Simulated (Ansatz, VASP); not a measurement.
## PbS: VASP beside Ansatz

```
CELL_PARAMETERS angstrom
0.00000 3.11325 2.81675
3.11325 0.00000 2.81675
3.11325 3.11325 0.00000
ATOMIC_POSITIONS crystal
Pb 0.00000 0.00000 0.00000
S 0.50000 0.50000 0.50000
```

Change from the starting cell: strain +0.050 along x and y, -0.050 along z, atoms carried along.

Alike in both runs: task single point; functional PBEsol; k mesh 10 × 10 × 10; occupations gaussian, width 0.03 eV; no spin polarisation.

|  | VASP | Ansatz |
| --- | --- | --- |
| version | VASP 6.6.1 | Ansatz 0.2.0 |
| potentials or method | VASP PAW PBE potentials, release 64 (Pb_d, S), cutoff 520 eV | scalar-relativistic, plane waves, PAW |
| valence electrons in the cell | 20 | 20 |

|  | VASP | Ansatz | Ansatz less VASP |
| --- | --- | --- | --- |
| gap on the k mesh at the Fermi level (eV) | 0.15 | 0.15 | -0.004 |
| least direct gap on the mesh (eV) | 0.15 | 0.15 | -0.004 |
| pressure (GPa) | -1.7 | -1.7 | +0.05 |
| traceless stress, the component that is largest in VASP (GPa) | 8.12 | 8.09 | -0.023 |

VASP's potentials were made for PBE, not for PBEsol. With one functional, cell and mesh, what is left measures potentials, basis and numerics.

Neither program's run includes spin-orbit coupling.
